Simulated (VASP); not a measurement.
Runs of VASP 6.6.1 on GaAs. The structure is that of space group F-43m (No. 216), or close to it. The cells are those of the table. 

| task | level | potentials or basis | cell | k mesh | cutoff (eV) | smearing | grid for exact exchange (PRECFOCK) | share of exact exchange | gap on the mesh (eV) | pressure (GPa) |
| --- | --- | --- | --- | --- | --- | --- | --- | --- | --- | --- |
| single point | HF | VASP PAW PBE potentials, release 64 (As_d, Ga_d) | a = 4.074 Å, angles 60.0°, 2 atoms | 4 × 4 × 4 | 400 | fermi-dirac 0.05 eV | Normal | 1 | (c) | -0.7 |
| single point | PBE0 | VASP PAW PBE potentials, release 64 (As_d, Ga_d) | a = 3.831 Å, angles 60.0°, 2 atoms | 5 × 5 × 5 | 400 | gaussian 0.1 eV | Normal | 0.25 | 2.54 | (a) |
| dielectric tensor | PBE+D3(BJ) | VASP PAW PBE potentials, release 64 (As_d, Ga_d) | a = 3.998 Å, angles 60.0°, 2 atoms | 8 × 8 × 8 | 400 | gaussian 0.01 eV | - | - | 0.52 | - |
| single point | HF | VASP PAW PBE potentials, release 64 (As, Ga_d) | a = 4.024 Å, angles 60.0°, 2 atoms | 4 × 4 × 4 | 520 | fermi-dirac 0.05 eV | Normal | 1 | 7.50 | 1.7 |
| single point | r2SCAN50 | VASP PAW PBE potentials, release 64 (As_d, Ga_d) | a = 3.971 Å, angles 60.0°, 2 atoms | 4 × 4 × 4 | 440 | fermi-dirac 0.05 eV | Normal | 0.5 | 4.10 | (b) |

Alike in all rows: no spin polarisation.

Task: Estimate the missing entries.

Result: (a) 13.9; (b) 0.3; (c) 7.17.

Caveats: some runs use coarse meshes; the PAW data sets were made with another functional, which shifts forces and pressure a little (at least some runs); the cell stands under pressure (at least some runs); an odd mesh through Γ misses points on the zone boundary, where band edges can lie (at least some runs); the gap is small at this level, which inflates the dielectric constant (at least some runs); three body term missing (at least some runs); semilocal functionals underestimate gaps, and a narrow one can read as zero (at least some runs).

A k mesh can miss the band edges, and the runs leave out spin-orbit coupling on As, Ga.

The runs don't all hold the same shells in valence.
